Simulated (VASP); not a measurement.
The system is WC.

```
W C
1.0
     2.90650    0.00000    0.00000
    -1.45325    2.51710    0.00000
     0.00000    0.00000    2.83660
W C
1 1
Direct
  0.00000 0.00000 0.00000
  0.66667 0.33333 0.50000
```

Base run:

```yaml
Program: VASP 6.6.1
Functional: revPBE
Potentials_or_basis: VASP PAW PBE potentials, release 64 (W_sv, C)
Cutoff: 520 eV
k_mesh: 10 × 10 × 9
Occupations: fermi-dirac, width 0.05 eV
Spin: no spin polarisation
```

Its results: band gap on the k mesh zero (bands 9 and 10 overlap by 1.19 eV); pressure 9.9 GPa.

**Question.** The run is repeated on the same cell with these changes: functional from revPBE to PBE-based screened hybrid with 15 % exact exchange; k mesh from 10 × 10 × 9 to 6 × 6 × 5. What comes out?

**Answer.** Band gap on the k mesh zero (bands 9 and 10 overlap by 1.23 eV); pressure 0.8 GPa.

Several settings changed at once.

Caveats: some runs use coarse meshes; the PAW data sets were made with another functional, which shifts forces and pressure a little; spin-orbit coupling is left out, which moves the levels of the heavy elements; the cell stands under pressure (at least some runs).
